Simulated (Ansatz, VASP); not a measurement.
Sn: VASP beside Ansatz

```xyz
1
Lattice="-1.6987 1.7469 2.4157 1.6987 -1.7469 2.4157 1.6987 1.7469 -2.4157" Properties=species:S:1:pos:R:3 pbc="T T T"
Sn    0.0000    0.0000    0.0000
```

Alike in both runs: task single point; functional PBEsol; dispersion D3(BJ); k mesh 22 × 22 × 22; occupations gaussian, width 0.15 eV; no spin polarisation.

```csv
,VASP,Ansatz
version,VASP 6.6.1,Ansatz 0.2.0
potentials or method,"VASP PAW PBE potentials, release 64 (Sn_d), cutoff 520 eV","scalar-relativistic, plane waves, PAW"
valence electrons in the cell,14,14
```

|  | VASP | Ansatz | Ansatz less VASP |
| --- | --- | --- | --- |
| gap on the k mesh at the Fermi level (eV) | none | none | - |
| pressure (GPa) | -5.7 | -5.7 | -0.01 |
| traceless stress, the component that is largest in VASP (GPa) | 0.34 | 0.34 | +0.001 |

VASP's potentials were made for PBE, not for PBEsol. A gap of «none» marks a metal or a gap that the smearing closes.
